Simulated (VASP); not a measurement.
# BN (P6_3mc) in VASP: settings compared

Aim: see how the results for BN move with the level of theory and the settings. Levels: PBEsol, PBE. Tasks: single point.

Program: VASP 6.6.1. These are calculated values, not measurements. Logs are shortened: lines on timing, memory, paths and dates and some standing lists are left out, and cuts for length are marked.

## 1. The cell of the first run

The structure is hexagonal, space group P6_3mc (No. 186). The conventional cell has a = 2.541 Å, b = 2.541 Å, c = 4.203 Å, α = 90.00°, β = 90.00°, γ = 120.00°. Within 2.1 Å of B (site symmetry 3m) lie 4 N at 1.56 to 1.57 Å. Within 2.1 Å of N (site symmetry 3m) lie 4 B at 1.56 to 1.57 Å.

## 2. Single point, PBEsol

File INCAR:

```
SYSTEM = BN
PREC = Accurate
ENCUT = 520
EDIFF = 1E-6
ISMEAR = 0
SIGMA = 0.05
LREAL = .False.
LASPH = .True.
NELM = 100
ALGO = Normal
ISIF = 2
LWAVE = .False.
LCHARG = .False.
GGA = PS
NBANDS = 16
```

File KPOINTS:

```
Automatic mesh
0
Gamma
  12 12 6
  0 0 0
```

File POSCAR:

```
BN
1.0
    2.5410113138      0.0000000000      0.0000000000
   -1.2705056569      2.2005803491      0.0000000000
    0.0000000000      0.0000000000      4.2032955032
B N
2 2
Direct
    0.6666666667      0.3333333333      0.9997329962
    0.3333333333      0.6666666667      0.4997329962
    0.6666666667      0.3333333333      0.6252670038
    0.3333333333      0.6666666667      0.1252670038
```

Potentials or basis: VASP PAW PBE potentials, release 64 (B, N).

Command:

```sh
$ cat potpaw_PBE.64/B/POTCAR potpaw_PBE.64/N/POTCAR > POTCAR
$ mpirun -np 1 vasp_std > vasp.out
```

OUTCAR:

```text
SYSTEM = BN
   PREC = Accurate
   ENCUT = 520
   EDIFF = 1E-6
   ISMEAR = 0
   LREAL = .False.
   LASPH = .True.
   NELM = 100
   ISIF = 2
   GGA = PS

 ion  position               nearest neighbor table
   1  0.667  0.333  1.000-   4 1.56   4 1.56   4 1.56   3 1.57
   2  0.333  0.667  0.500-   3 1.56   3 1.56   3 1.56   4 1.57
   3  0.667  0.333  0.625-   2 1.56   2 1.56   2 1.56   1 1.57
   4  0.333  0.667  0.125-   1 1.56   1 1.56   1 1.56   2 1.57

  LATTYP: Found a hexagonal cell.
 ALAT       =     2.5410113138
 C/A-ratio  =     1.6541821283

  Lattice vectors:

 A1 = (   2.5410113138,   0.0000000000,   0.0000000000)
 A2 = (  -1.2705056569,   2.2005803491,   0.0000000000)
 A3 = (   0.0000000000,   0.0000000000,   4.2032955032)

Analysis of symmetry for initial positions (statically):
=====================================================================
 Subroutine PRICEL returns:
 Original cell was already a primitive cell.

 Routine SETGRP: Setting up the symmetry group for a
 hexagonal supercell.

 Subroutine GETGRP returns: Found 12 space group operations
 (whereof  6 operations were pure point group operations)
 out of a pool of 24 trial point group operations.

The static configuration has the point symmetry C_3v.
 The point group associated with its full space group is C_6v.

Analysis of symmetry for dynamics (positions and initial velocities):
=====================================================================
 Subroutine PRICEL returns:
 Original cell was already a primitive cell.

 Routine SETGRP: Setting up the symmetry group for a
 hexagonal supercell.

 Subroutine GETGRP returns: Found 12 space group operations
 (whereof  6 operations were pure point group operations)
 out of a pool of 24 trial point group operations.

The dynamic configuration has the point symmetry C_3v.
 The point group associated with its full space group is C_6v.

 Subroutine INISYM returns: Found 12 space group operations
 (whereof  6 operations are pure point group operations),
 and found     1 'primitive' translations

----------------------------------------------------------------------------------------

                                     Primitive cell

  volume of cell :      23.5036

  direct lattice vectors                    reciprocal lattice vectors
     2.541011314  0.000000000  0.000000000     0.393544096  0.227212790  0.000000000
    -1.270505657  2.200580349  0.000000000     0.000000000  0.454425579  0.000000000
     0.000000000  0.000000000  4.203295503     0.000000000  0.000000000  0.237908565

  length of vectors
     2.541011314  2.541011314  4.203295503     0.454425579  0.454425579  0.237908565

  position of ions in fractional coordinates (direct lattice)
     0.666666667  0.333333333  0.999732996
     0.333333333  0.666666667  0.499732996
     0.666666667  0.333333333  0.625267004
     0.333333333  0.666666667  0.125267004

  ion indices of the primitive-cell ions
   primitive index   ion index
                 1           1
                 2           2
                 3           3
                 4           4

----------------------------------------------------------------------------------------

 KPOINTS: Automatic mesh

Automatic generation of k-mesh.
 Grid dimensions read from file:
 generate k-points for:   12   12    6

 Generating k-lattice:

  Cartesian coordinates                     Fractional coordinates (reciprocal lattice)
     0.032795341  0.018934399  0.000000000     0.083333333  0.000000000  0.000000000
     0.000000000  0.037868798  0.000000000     0.000000000  0.083333333  0.000000000
     0.000000000  0.000000000  0.039651427     0.000000000  0.000000000  0.166666667

  Length of vectors
     0.037868798  0.037868798  0.039651427

  Shift w.r.t. Gamma in fractional coordinates (k-lattice)
     0.000000000  0.000000000  0.000000000

 Subroutine IBZKPT returns following result:
 ===========================================

 Found     76 irreducible k-points:

 Following reciprocal coordinates:
            Coordinates               Weight
  0.000000  0.000000  0.000000      1.000000
  0.083333 -0.000000  0.000000      6.000000
  0.166667 -0.000000  0.000000      6.000000
  0.250000 -0.000000  0.000000      6.000000
  0.333333  0.000000  0.000000      6.000000
  0.416667  0.000000  0.000000      6.000000
[... 16 lines left out ...]
  0.250000 -0.000000  0.166667     12.000000
  0.333333  0.000000  0.166667     12.000000
 [... further k-points ...]
   k-points           NKPTS =     76   k-points in BZ     NKDIM =     76   number of bands    NBANDS=     16
   number of dos      NEDOS =    301   number of ions     NIONS =      4
   total plane-waves  NPLWV =  12800
   dimension x,y,z NGX =    20 NGY =   20 NGZ =   32
   dimension x,y,z NGXF=    40 NGYF=   40 NGZF=   64
   ions per type =               2   2
   NGX,Y,Z   is equivalent  to a cutoff of  13.09, 13.09, 12.66 a.u.
   NGXF,Y,Z  is equivalent  to a cutoff of  26.17, 26.17, 25.31 a.u.
 SYSTEM =  BN
   PREC   = accura    normal or accurate (medium, high low for compatibility)
   ISTART =      0    job   : 0-new  1-cont  2-samecut
   ICHARG =      2    charge: 1-file 2-atom 10-const
   ISPIN  =      1    spin polarized calculation?
   LNONCOLLINEAR =      F non collinear calculations
   LSORBIT =      F    spin-orbit coupling
   LASPH  =      T    aspherical Exc in radial PAW
   ENCUT  =  520.0 eV  38.22 Ry    6.18 a.u.   4.72  4.72  7.82*2*pi/ulx,y,z
   NELM   =    100;   NELMIN=  2; NELMDL= -5     # of ELM steps
   EDIFF  = 0.1E-05   stopping-criterion for ELM
   LREAL  =      F    real-space projection
   EDIFFG = 0.1E-04   stopping-criterion for IOM
   NSW    =      0    number of steps for IOM
   IBRION =     -1    ionic relax: 0-MD 1-quasi-New 2-CG
   NFREE  =      0    steps in history (QN), initial steepest desc. (CG)
   ISIF   =      2    stress and relaxation
   ISYM   =      2    0-nonsym 1-usesym 2-fastsym
   POTIM  = 0.5000    time-step for ionic-motion
   TEBEG  =    0.0;   TEEND  =   0.0 temperature during run
   PSTRESS=    0.0 pullay stress
   NELECT =      16.0000    total number of electrons
   NUPDOWN=      -1.0000    fix difference up-down
   EMIN   =  10.00;   EMAX   =-10.00  energy-range for DOS
   EFERMI =   0.00;   METHOD = LEGACY
   ISMEAR =     0;   SIGMA  =   0.05  broadening in eV -4-tet -1-fermi 0-gaus
   EFERMI_NEDOS =   21; number of points for ismear=-14 and -15
   IALGO  =     38    algorithm
   IMIX   =      4    mixing-type and parameters
     AMIX     =   0.40;   BMIX     =  1.00
     AMIX_MAG =   1.60;   BMIX_MAG =  1.00
  volume/ion in A,a.u.               =       5.88        39.65
  Fermi-wavevector in a.u.,A,eV,Ry     =   1.440136  2.721463 28.218379  2.073992
  Thomas-Fermi vector in A             =   2.558914
   LORBIT       =      0    0 simple, 1 ext, 2 COOP (PROOUT), +10 PAW based schemes
   GGA     = PS    functional components
   LHFCALC =     F    Hartree Fock is set to
   AEXX    =    0.0000 exact exchange contribution
   IVDW    =     0    specifies the selected vdW correction
   LEPSILON=     F    determine dielectric tensor
   LRPA    =     F    only Hartree local field effects (RPA)
 non-spin polarized calculation
 Gauss-broadening in eV      SIGMA  =   0.05
  energy-cutoff  :      520.00
  volume of cell :       23.50
 maximum number of plane-waves:       652
 NGX is ok and might be reduce to    20
   NGX =  9   NGY =  9   NGZ = 15

 number of electron      16.0000000 magnetization

 Free energy of the ion-electron system (eV)
  ---------------------------------------------------
  ext. energy  EPLUGINS =         0.00000000
  ---------------------------------------------------
  free energy    TOTEN  =       -36.62577651 eV

  energy without entropy =      -36.62577651  energy(sigma->0) =      -36.62577651

 E-fermi :   7.8237     XC(G=0): -13.0324

 val. band max:        7.5891220653   @ k =   0.0000   0.0000   0.0000
 cond. band min:      12.5353914300   @ k =   0.3333   0.3333   0.0000
 fundamental gap:      4.9462693647
 Fermi energy:         7.8236632805

 k-point     1 :       0.0000    0.0000    0.0000
  band No.  band energies     occupation
      1     -12.9047      2.00000
      2      -8.6761      2.00000
      3      -3.4765      2.00000
      4       5.4415      2.00000
      5       5.4415      2.00000
      6       7.3068      2.00000
[... 8 lines left out ...]
     15      19.4796      0.00000
     16      23.7274      0.00000

 k-point     2 :       0.0833   -0.0000    0.0000
  band No.  band energies     occupation
      1     -12.7520      2.00000
      2      -8.5584      2.00000
      3      -3.3254      2.00000
      4       4.7412      2.00000
      5       5.1533      2.00000
      6       7.0097      2.00000
[... 8 lines left out ...]
     15      19.9251      0.00000
     16      23.4903      0.00000

 k-point     3 :       0.1667   -0.0000    0.0000
  band No.  band energies     occupation
      1     -12.2985      2.00000
      2      -8.2213      2.00000
      3      -2.8774      2.00000
      4       3.0579      2.00000
      5       4.4786      2.00000
      6       5.5873      2.00000
[... 8 lines left out ...]
     15      21.0829      0.00000
     16      22.7976      0.00000

 k-point     4 :       0.2500   -0.0000    0.0000
  band No.  band energies     occupation
      1     -11.5610      2.00000
      2      -7.7272      2.00000
      3      -2.1535      2.00000
      4       1.0644      2.00000
      5       3.7254      2.00000
      6       3.8068      2.00000
[... 8 lines left out ...]
     15      22.5787      0.00000
     16      22.9800      0.00000
[... 324 lines left out ...]
 k-point    22 :       0.1667   -0.0000    0.1667
  band No.  band energies     occupation
      1     -12.1338      2.00000
      2      -8.7689      2.00000
      3      -2.0626      2.00000
      4       3.2036      2.00000
      5       4.6116      2.00000
      6       5.1427      2.00000
[... 8 lines left out ...]
     15      20.7632      0.00000
     16      22.8324      0.00000

 k-point    23 :       0.2500   -0.0000    0.1667
  band No.  band energies     occupation
      1     -11.4011      2.00000
      2      -8.2144      2.00000
      3      -1.4852      2.00000
      4       1.2826      2.00000
      5       3.3662      2.00000
      6       3.8659      2.00000
[... 8 lines left out ...]
     15      22.2390      0.00000
     16      23.0840      0.00000

 k-point    24 :       0.3333    0.0000    0.1667
  band No.  band energies     occupation
      1     -10.4297      2.00000
      2      -7.6161      2.00000
      3      -1.3341      2.00000
      4       0.1294      2.00000
      5       1.5655      2.00000
      6       3.2378      2.00000
[... 8 lines left out ...]
     15      23.6369      0.00000
     16      23.8944      0.00000

 [... further k-points ...]
[... 5 lines left out ...]
  --------------------------------------------------------------------------------------
  -------------------------------------------------------------------------------------
  Total        0.0921065      0.0921065      0.0829052      0.0000000      0.0000000      0.0000000
  in kB        6.2786618      6.2786618      5.6514314      0.0000000      0.0000000      0.0000000
  external PRESSURE =       6.0695850 kB  Pullay stress =       0.0000000 kB

 VOLUME and BASIS-vectors are now :
 -----------------------------------------------------------------------------
  energy-cutoff  :      520.00
  volume of cell :       23.50
      direct lattice vectors                 reciprocal lattice vectors
     2.541011314  0.000000000  0.000000000     0.393544096  0.227212790  0.000000000
    -1.270505657  2.200580349  0.000000000     0.000000000  0.454425579  0.000000000
     0.000000000  0.000000000  4.203295503     0.000000000  0.000000000  0.237908565

 POSITION                                       TOTAL-FORCE (eV/Angst)
 -----------------------------------------------------------------------------------
      1.27051      0.73353      4.20217        -0.000000      0.000000     -0.003083
     -0.00000      1.46705      2.10053         0.000000     -0.000000     -0.003083
      1.27051      0.73353      2.62818         0.000000     -0.000000      0.003083
     -0.00000      1.46705      0.52653        -0.000000      0.000000      0.003083
 -----------------------------------------------------------------------------------
    total drift:                                0.000000      0.000000      0.000441

  FREE ENERGIE OF THE ION-ELECTRON SYSTEM (eV)
  ---------------------------------------------------
  free  energy   TOTEN  =       -36.6257765121 eV

  energy  without entropy=      -36.6257765121  energy(sigma->0) =      -36.62577651
```

Wall time 24 s (1 thread of Intel Xeon Platinum 8375C at 2.90GHz (Ice Lake), shared host); peak memory 0.14 GiB.

Results:

```yaml
Free_energy: -36.6258 eV
Pressure: 0.6 GPa
Largest_force: 0.003 eV/Å
Band_gap_on_the_k_mesh: 4.95 eV, indirect (least direct gap 8.22 eV)
```

Forces in eV/Å, atoms in the order of the input:
```
B    0.000  0.000 -0.003
B    0.000  0.000 -0.003
N    0.000  0.000  0.003
N    0.000  0.000  0.003
```

Levels at points of the mesh, in eV from the valence-band top:
| k point | band 5 | band 6 | band 7 | band 8 | band 9 | band 10 | band 11 | band 12 |
| --- | --- | --- | --- | --- | --- | --- | --- | --- |
| (0.00, 0.00, 0.00) | -2.15 | -0.28 | 0.00 | 0.00 | 8.33 | 8.33 | 8.57 | 9.54 |
| (0.50, 0.00, 0.00) | -6.99 | -5.05 | -4.51 | -2.13 | 6.58 | 7.82 | 10.55 | 11.43 |
| (0.00, 0.00, 0.50) | -1.19 | -1.19 | -1.19 | -1.19 | 9.48 | 9.48 | 9.89 | 9.89 |
| (0.50, 0.00, 0.50) | -3.82 | -3.82 | -3.61 | -3.61 | 6.46 | 6.46 | 9.97 | 9.97 |

Caveat: the PAW data sets were made with another functional, which shifts forces and pressure a little.

(Continued in part 2 of 2.)
